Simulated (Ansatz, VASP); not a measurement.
One calculation of HfO2, two programs

```
Hf O
1.0
     0.00000    2.51500    2.51500
     2.51500    0.00000    2.51500
     2.51500    2.51500    0.00000
Hf O
1 2
Cartesian
  0.0000 0.0000 0.0000
  1.2575 1.2575 1.2575
  3.7725 3.7725 3.7725
```

Alike in both runs: task single point; functional PBE; k mesh 6 × 6 × 6; occupations gaussian, width 0.1 eV; no spin polarisation.

|  | VASP | Ansatz |
| --- | --- | --- |
| version | VASP 6.6.1 | Ansatz 0.2.0 |
| potentials or method | VASP PAW PBE potentials, release 64 (Hf_pv, O), cutoff 600 eV | scalar-relativistic, plane waves, PAW |
| valence electrons in the cell | 22 | 38 |

VASP gave:

- gap on the k mesh at the Fermi level (eV): 3.87
- least direct gap on the mesh (eV): 3.87
- pressure (GPa): 6.5

Q: Which values does Ansatz return?

A: gap on the k mesh at the Fermi level (eV): 3.85; least direct gap on the mesh (eV): 3.85; pressure (GPa): 10.8.

One of these differences is far larger than is usual between the two programs; its cause wasn't traced. VASP's potentials hold 22 valence electrons a cell and Ansatz's 38, so a difference there can come from the potentials and not from the codes.

Spin-orbit coupling is off throughout.
